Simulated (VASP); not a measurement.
Crystal: Hf.

```
Hf
1.0
    -1.80500    1.80500    1.80500
     1.80500   -1.80500    1.80500
     1.80500    1.80500   -1.80500
Hf
1
Cartesian
  0.0000 0.0000 0.0000
```

- Program: VASP 6.6.1
- Task: relaxation of cell and atoms
- Functional: PBEsol
- Potentials or basis: VASP PAW PBE potentials, release 64 (Hf_pv)
- Cutoff: 600 eV
- k mesh: 9 × 9 × 9
- Occupations: fermi-dirac, width 0.05 eV
- Spin: no spin polarisation

At the start: pressure -9.2 GPa; volume 23.52 Å³/atom.

Question: Where does the relaxation end?

Answer: Over 6 steps the energy falls by 71.4 meV/atom and the volume is 21.19 Å³/atom (-9.9 %); space group Im-3m (No. 229, to 0.05 Å).

Step by step:
| step | energy change (eV) | largest force (eV/Å) | pressure (GPa) | volume (Å³) |
| --- | --- | --- | --- | --- |
| 1 | 0.0000 | 0.0000 | -9.16 | 23.52 |
| 2 | -0.0070 | 0.0000 | 11.49 | 19.23 |
| 3 | -0.0714 | 0.0000 | -0.11 | 21.21 |
| 4 | -0.0714 | 0.0000 | 0.11 | 21.16 |
| 5 | -0.0714 | 0.0000 | -0.08 | 21.20 |
| 6 | -0.0714 | 0.0000 | 0.00 | 21.19 |

Final structure:
```cif
data_structure
_symmetry_space_group_name_H-M 'P 1'
_symmetry_Int_Tables_number 1
_cell_length_a 3.0192
_cell_length_b 3.0192
_cell_length_c 3.0192
_cell_angle_alpha 109.471
_cell_angle_beta 109.471
_cell_angle_gamma 109.471
_cell_volume 21.19
loop_
_atom_site_label
_atom_site_type_symbol
_atom_site_fract_x
_atom_site_fract_y
_atom_site_fract_z
_atom_site_occupancy
Hf1 Hf 0.00000 0.00000 0.00000 1
```

Caveat: the PAW data sets were made with another functional, which shifts forces and pressure a little.
